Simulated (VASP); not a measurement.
A run of VASP 6.6.1 is set up as follows.

The input INCAR:

```
PREC = Accurate ; ENCUT = 520
EDIFF = 1E-6 ; ISMEAR = 1
SIGMA = 0.01 ; LREAL = F
LASPH = T ; NELM = 150
ALGO = Fast ; ISIF = 2
LWAVE = F ; LCHARG = F
MAGMOM = 0 0 0 ; LORBIT = 11
LSORBIT = T ; GGA_COMPAT = F
LORBMOM = T ; GGA = RP
IVDW = 12 ; NBANDS = 25
```

File KPOINTS:

```
Automatic mesh
0
Gamma
  7 7 7
```

The input POSCAR:

```
Pb
1.0
    0.0000000000      2.5075897876      2.5075897876
    2.5075897876      0.0000000000      2.5075897876
    2.5075897876      2.5075897876      0.0000000000
Pb
1
Direct
    0.0000000000      0.0000000000      0.0000000000
```

Potentials or basis: VASP PAW PBE potentials, release 64 (Pb_d).

Command:

```bash
$ cat potpaw_PBE.64/Pb_d/POTCAR > POTCAR
$ mpirun -np 1 vasp_ncl > vasp.out
```

Question: Predict the pressure.

Answer: -16.7 GPa.

Question: Predict the dispersion energy per atom.

Answer: -2.300 eV.

Question: Estimate the net moment.

Answer: 0.00 μB per cell.

Moments on the atoms (μB; x, y, z):
```
Pb  0.00 0.00 0.00
```

Caveat: the cell stands under tension; the PAW data sets were made with another functional, which shifts forces and pressure a little.
